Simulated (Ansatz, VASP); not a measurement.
# Ti in VASP and in Ansatz

POSCAR

```
Ti
1.0
    0.0000000000      2.0668332624      2.0668332624
    2.0668332624      0.0000000000      2.0668332624
    2.0668332624      2.0668332624      0.0000000000
Ti
1
Direct
    0.0000000000      0.0000000000      0.0000000000
```

INCAR.step1

```
SYSTEM = Ti
ALGO     = Normal         ! electronic algorithm
EDIFF    = 1E-4           ! SCF threshold, eV
ENCUT    = 600            ! plane-wave cutoff, eV
GGA      = PE             ! functional
ISMEAR   = -1             ! smearing method
LASPH    = .TRUE.         ! aspherical terms in the spheres
LCHARG   = .FALSE.        ! write CHGCAR
LREAL    = .FALSE.        ! projectors in reciprocal space
LWAVE    = .TRUE.         ! write WAVECAR
NELM     = 80             ! most SCF steps
PREC     = Accurate       ! precision mode
SIGMA    = 0.1            ! smearing width, eV
```

INCAR.step2

```
SYSTEM = Ti
ALGO     = Normal         ! electronic algorithm
EDIFF    = 1E-6           ! SCF threshold, eV
EDIFFG   = -0.01          ! ionic threshold
ENCUT    = 600            ! plane-wave cutoff, eV
IBRION   = 2              ! ionic algorithm
ISIF     = 3              ! what is computed and relaxed
ISMEAR   = -1             ! smearing method
ISTART   = 1            
LASPH    = .TRUE.         ! aspherical terms in the spheres
LCHARG   = .FALSE.        ! write CHGCAR
LMIXTAU  = .TRUE.       
LREAL    = .FALSE.        ! projectors in reciprocal space
LWAVE    = .FALSE.        ! write WAVECAR
METAGGA  = R2SCAN         ! meta-GGA
NELM     = 80             ! most SCF steps
NSW      = 80             ! ionic steps
PREC     = Accurate       ! precision mode
SIGMA    = 0.1            ! smearing width, eV
```

File KPOINTS:

```
k-points
0
G
  13 13 13
  0 0 0
```

Input for Ansatz:

```yaml
crystal:
  lattice:
    - [0.0, 2.0668332624, 2.0668332624]
    - [2.0668332624, 0.0, 2.0668332624]
    - [2.0668332624, 2.0668332624, 0.0]
  atoms:
    - { symbol: Ti, position: [0.0, 0.0, 0.0] }
hamiltonian:
  xc: r2scan
  pseudopotentials:
    kind: paw
    azcp:
      Ti: "pseudopotentials/Ti.paw.azcp"
basis:
  ecutwfc: 500
  fft_grid_basis: typed
kpoints:
  mp_grid: { grid: [13, 13, 13], shift: [0, 0, 0] }
magnetization:
  spin_polarized: false
scf:
  occupations: { method: fermi_dirac, width: 0.1 }
relax:
  max_steps: 60
  f_tol: 0.01
  cell: {}
```

Alike in both runs: task relaxation of cell and atoms; functional r2SCAN; k mesh 13 × 13 × 13; occupations fermi-dirac, width 0.1 eV; no spin polarisation.

|  | VASP | Ansatz |
| --- | --- | --- |
| version | VASP 6.6.1 | Ansatz 0.2.0 |
| potentials or method | VASP PAW PBE potentials, release 64 (Ti_sv), cutoff 600 eV | plane waves (500 eV) with PAW, scalar-relativistic |
| valence electrons in the cell | 12 | 12 |

Ansatz gave:

* relaxed volume (Å³/atom): 17.39
* relaxed length of the cell vector where the two differ most in proportion (Å): 2.908

Question: Which values does VASP return?

Answer: Relaxed volume (Å³/atom): 17.46; relaxed length of the cell vector where the two differ most in proportion (Å): 2.912.

VASP's potentials were made for PBE, not for r2SCAN.
